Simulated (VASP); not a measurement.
Set up this calculation in VASP 6.6.1, as the native input.

```
Task                   : single point
Functional             : PBE
Potentials or basis    : VASP PAW PBE potentials, release 64 (Be, Te)
Cutoff                 : 520 eV
k mesh                 : 6 × 6 × 6
Occupations            : gaussian, width 0.1 eV
Spin                   : no spin polarisation
Dipole correction      : no
Further INCAR settings : ALGO = Normal; EDIFF = 1e-06; NBANDS = 11
```

The structure of BeTe lies in POSCAR:

```
BeTe
1.0
    1.8608634800      1.0743700300      3.6986945300
   -1.8608634800      1.0743700300      3.6986945300
    0.0000000000     -2.1487400700      3.6986945300
Be Te
1 1
Direct
    0.5000000000      0.5000000000      0.5000000000
    0.0000000000      0.0000000000      0.0000000000
```

These files were run (other wordings do the same):

INCAR

```
  PREC = Accurate
  ENCUT = 520
  EDIFF = 1E-6
  ISMEAR = 0
  SIGMA = 0.1
  LREAL = F
  LASPH = T
  NELM = 60
  ALGO = Normal
  ISIF = 2
  LWAVE = F
  LCHARG = F
  GGA = PE
  NBANDS = 11
```

KPOINTS

```
Automatic mesh
0
Gamma
  6 6 6
```

Potentials or basis: VASP PAW PBE potentials, release 64 (Be, Te).

Command:

```sh
$ cat potpaw_PBE.64/Be/POTCAR potpaw_PBE.64/Te/POTCAR > POTCAR
$ mpirun -np 1 vasp_std > vasp.out
```

Results of the run:

```json
{
 "Pressure": "-6.7 GPa",
 "Band gap on the k mesh": "zero (band 4 reaches 6.46 eV, above the bottom of band 5 at 4.63 eV)"
}
```

Caveat: spin-orbit coupling is left out, which moves the levels of the heavy elements.

Run time: 11 s on 1 thread of Intel(R) Xeon(R) Platinum 8375C CPU @ 2.90GHz (Ice Lake) (shared host), peak memory 0.17 GiB.
